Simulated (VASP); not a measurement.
# Si (I4_1/amd) in VASP: notebook, part 2 of 2

VASP 6.6.1. The steps go on from the part before.

### Step 5. Single point, r2SCAN (strain +0.040 along x and y, -0.080 along z)

Contents of POSCAR:

```
Si
1.0
   -2.4662271967      2.4662271967      1.2229241587
    2.4662271967     -2.4662271967      1.2229241587
    2.4662271967      2.4662271967     -1.2229241587
Si
2
Direct
    0.2500000000      0.7500000000      0.5000000000
    0.5000000000      0.5000000000      0.0000000000
```

Contents of INCAR.step1:

```
SYSTEM = Si
PREC = Accurate ; ENCUT = 520
ISMEAR = 0 ; SIGMA = 0.15
LREAL = .FALSE. ; LASPH = .TRUE.
NELM = 80 ; NBANDS = 11
GGA = PE ; ALGO = Normal
EDIFF = 1E-4 ; LWAVE = .TRUE.
LCHARG = .FALSE.
```

Contents of INCAR.step2:

```
SYSTEM = Si
PREC = Accurate ; ENCUT = 520
EDIFF = 1E-6 ; ISMEAR = 0
SIGMA = 0.15 ; LREAL = .FALSE.
LASPH = .TRUE. ; NELM = 80
ALGO = Normal ; ISIF = 2
LWAVE = .FALSE. ; LCHARG = .FALSE.
METAGGA = R2SCAN ; LMIXTAU = .TRUE.
NBANDS = 11 ; ISTART = 1
```

Contents of KPOINTS:

```
regular mesh
0
G
  20 20 20
  0 0 0
```

Potentials or basis: VASP PAW PBE potentials, release 64 (Si).

Run with:

```
$ cat potpaw_PBE.64/Si/POTCAR > POTCAR
$ cp INCAR.step1 INCAR
$ mpirun -np 1 vasp_std > vasp.out
$ cp INCAR.step2 INCAR
$ mpirun -np 1 vasp_std > vasp.out
```

OUTCAR:

```text
SYSTEM = Si
   PREC = Accurate
   ENCUT = 520
   EDIFF = 1E-6
   ISMEAR = 0
   LREAL = .FALSE.
   LASPH = .TRUE.
   NELM = 80
   ISIF = 2
   METAGGA = R2SCAN
   ISTART = 1

 ion  position               nearest neighbor table
   1  0.250  0.750  0.500-   2 2.54   2 2.54   2 2.54   2 2.54   2 3.07   2 3.07   2 3.07   2 3.07

   2  0.500  0.500  0.000-   1 2.54   1 2.54   1 2.54   1 2.54   1 3.07   1 3.07   1 3.07   1 3.07

  LATTYP: Found a body centered tetragonal cell.
 ALAT       =     4.9324543934
 C/A-ratio  =     0.4958684100

  Lattice vectors:

 A1 = (  -2.4662271967,   2.4662271967,   1.2229241587)
 A2 = (   2.4662271967,  -2.4662271967,   1.2229241587)
 A3 = (   2.4662271967,   2.4662271967,  -1.2229241587)

Analysis of symmetry for initial positions (statically):
=====================================================================
 Subroutine PRICEL returns:
 Original cell was already a primitive cell.

 Routine SETGRP: Setting up the symmetry group for a
 body centered tetragonal supercell.

 Subroutine GETGRP returns: Found 16 space group operations
 (whereof  8 operations were pure point group operations)
 out of a pool of 16 trial point group operations.

[... 177 lines left out ...]
      5      10.9221      0.00000
      6      17.2689      0.00000
      7      17.8167      0.00000
      8      17.8167      0.00000
      9      19.6560      0.00000
     10      22.3408      0.00000
     11      22.8005      0.00000
[... 309 lines left out ...]
 k-point    24 :      -0.3500    0.0500   -0.0000
  band No.  band energies     occupation
      1      -2.2322      2.00000
      2       4.5015      2.00000
      3       6.5587      2.00000
      4       9.0109      1.99986
      5      11.5298      0.00000
      6      13.2224      0.00000
      7      14.3368      0.00000
      8      15.0601      0.00000
      9      16.8595      0.00000
     10      18.0708      0.00000
     11      20.6646      0.00000

 [... further k-points ...]

------------------------ aborting loop because EDIFF is reached ----------------------------------------

  FORCE on cell =-STRESS in cart. coord.  units (eV):
  Direction    XX          YY          ZZ          XY          YZ          ZX
  --------------------------------------------------------------------------------------
  -------------------------------------------------------------------------------------
  Total       -0.3763358     -0.3763358      2.6723261      0.0000000      0.0000000      0.0000000
  in kB      -20.2656460    -20.2656460    143.9044952      0.0000000      0.0000000      0.0000000
  external PRESSURE =      34.4577344 kB  Pullay stress =       0.0000000 kB

 VOLUME and BASIS-vectors are now :
 -----------------------------------------------------------------------------
  energy-cutoff  :      520.00
  volume of cell :       29.75
      direct lattice vectors                 reciprocal lattice vectors
    -2.466227197  2.466227197  1.222924159     0.000000000  0.202738823  0.408856098
     2.466227197 -2.466227197  1.222924159     0.202738823  0.000000000  0.408856098
     2.466227197  2.466227197 -1.222924159     0.202738823  0.202738823  0.000000000

 POSITION                                       TOTAL-FORCE (eV/Angst)
 -----------------------------------------------------------------------------------
      2.46623      0.00000      0.61146         0.000000     -0.000000      0.000000
      0.00000      0.00000      1.22292        -0.000000      0.000000     -0.000000
 -----------------------------------------------------------------------------------
    total drift:                                0.000000      0.000000      0.000000

  FREE ENERGIE OF THE ION-ELECTRON SYSTEM (eV)
  ---------------------------------------------------
  free  energy   TOTEN  =       -16.5889560448 eV

  energy  without entropy=      -16.5804162908  energy(sigma->0) =      -16.58468617
```

OUTCAR.step1:

```text
SYSTEM = Si
   PREC = Accurate
   ENCUT = 520
   ISMEAR = 0
   LREAL = .FALSE.
   LASPH = .TRUE.
[... 561 lines left out ...]
      2.46623      0.00000      0.61146        -0.000000     -0.000000      0.000000
      0.00000      0.00000      1.22292         0.000000      0.000000     -0.000000
 -----------------------------------------------------------------------------------
    total drift:                                0.000000      0.000000      0.000000

  FREE ENERGIE OF THE ION-ELECTRON SYSTEM (eV)
  ---------------------------------------------------
  free  energy   TOTEN  =       -10.1715936647 eV

  energy  without entropy=      -10.1623363979  energy(sigma->0) =      -10.16696503
```

Wall time 11 min (1 thread of Intel Xeon Platinum 8259CL at 2.50GHz (Skylake/Cascade Lake), shared host); peak memory 0.29 GiB.

Results:

```
Free energy            : -16.5890 eV
Pressure               : 3.4 GPa
Band gap on the k mesh : zero (bands 4 and 5 overlap by 5.69 eV)
```

Stress tensor (GPa, compression positive):
```
-2.03  0.00  0.00
 0.00 -2.03  0.00
 0.00  0.00 14.39
```

Caveat: the cell differs from its parent crystal (strain +0.040 along x and y, -0.080 along z); the cell stands under pressure; the PAW data sets were made with another functional, which shifts forces and pressure a little.

### Step 6. Overview

```tsv
cell	gap on the mesh (eV)	pressure (GPa)
a = 3.823 Å, angles 95.9, 95.9, 142.7°, 2 atoms	none	-3.4
a = 3.648 Å, angles 98.9, 98.9, 133.7°, 2 atoms	none	-4.0
a = 3.732 Å, angles 97.3, 97.3, 138.3°, 2 atoms	none	-6.0
a = 3.696 Å, angles 96.3, 96.3, 141.4°, 2 atoms	none	3.4
```

Alike in all rows: task single point; level r2SCAN; potentials or basis VASP PAW PBE potentials, release 64 (Si); no spin polarisation; k mesh 20 × 20 × 20; cutoff (eV) 520; smearing gaussian 0.15 eV.

Caveats: the PAW data sets were made with another functional, which shifts forces and pressure a little; the cell stands under tension (at least some runs); the cell stands under pressure (at least some runs).

Absolute energies hang on the potentials; compare differences alone.
